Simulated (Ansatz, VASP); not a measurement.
**Two plane-wave programs on I**

```
I
1.0
     2.37739   -3.63429   -0.15988
     2.37739    3.63429   -0.15988
    -1.66807    0.00000    2.41857
I
1
Direct
  0.50000 0.50000 0.50000
```

Alike in both runs: functional PBE; dispersion D3(BJ); k mesh 12 × 12 × 18; occupations gaussian, width 0.1 eV; no spin polarisation.

Ansatz relaxed the structure, and its values are those at the end. VASP's run is a single point on that final structure, the one shown.

```csv
,VASP,Ansatz
version,VASP 6.6.1,Ansatz 0.2.0
potentials or method,"VASP PAW PBE potentials, release 64 (I), cutoff 520 eV","scalar-relativistic, plane waves, PAW"
valence electrons in the cell,7,17
```

```tsv
	VASP	Ansatz	Ansatz less VASP
gap on the k mesh at the Fermi level (eV)	none	none	-
pressure (GPa)	-0.1	0.0	+0.05
```

A gap of «none» marks a metal or a gap that the smearing closes. VASP's potentials hold 7 valence electrons a cell and Ansatz's 17, so a difference there can come from the potentials and not from the codes.

Spin-orbit coupling is off throughout.
